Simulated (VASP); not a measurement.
**HfO2: single point with PBEsol**

The system is HfO2.

```
CELL_PARAMETERS angstrom
0.00000 2.55750 2.55750
2.55750 0.00000 2.55750
2.55750 2.55750 0.00000
ATOMIC_POSITIONS crystal
Hf 0.00000 0.00000 0.00000
O 0.25000 0.25000 0.25000
O 0.77933 0.77933 0.72067
```

```json
{"Program": "VASP 6.6.1", "Task": "single point", "Functional": "PBEsol", "Potentials or basis": "VASP PAW PBE potentials, release 64 (Hf_pv, O)", "Cutoff": "520 eV", "k mesh": "10 × 10 × 10", "Occupations": "gaussian, width 0.05 eV", "Spin": "no spin polarisation", "Dipole correction": "no", "Further INCAR settings": "ALGO = Normal; EDIFF = 1e-07; NBANDS = 18"}
```

* Pressure: -11.8 GPa
* Largest force: 1.450 eV/Å
* Band gap on the k mesh: 3.56 eV, direct

Forces in eV/Å, atoms in the order of the input:
```
Hf   0.000  0.000  0.263
O    0.000  0.000  1.186
O    0.000  0.000 -1.450
```

Stress tensor (GPa, compression positive):
```
-12.55   3.75   0.00
  3.75 -12.55   0.00
  0.00   0.00 -10.42
```

Levels at points of the mesh, in eV from the valence-band top:
| k point | band 9 | band 10 | band 11 | band 12 | band 13 | band 14 |
| --- | --- | --- | --- | --- | --- | --- |
| (0.00, 0.00, 0.00) | -0.75 | -0.63 | -0.59 | 3.69 | 3.80 | 5.32 |
| (0.50, 0.00, 0.00) | -2.81 | -1.89 | -1.47 | 4.26 | 4.54 | 6.62 |
| (0.00, 0.00, 0.50) | -2.61 | -2.18 | -1.82 | 4.26 | 4.60 | 6.57 |
| (0.50, 0.50, 0.00) | -1.86 | -1.20 | 0.00 | 3.56 | 5.26 | 6.36 |
| (0.00, 0.50, 0.50) | -1.70 | -1.44 | -0.02 | 3.67 | 5.26 | 6.31 |

It took 89 s on 1 thread of Intel(R) Xeon(R) Platinum 8375C CPU @ 2.90GHz (Ice Lake), with other jobs on the host, peak memory 0.23 GiB.

Caveat: the PAW data sets were made with another functional, which shifts forces and pressure a little; spin-orbit coupling is left out, which moves the levels of the heavy elements. A k mesh can miss the band edges.
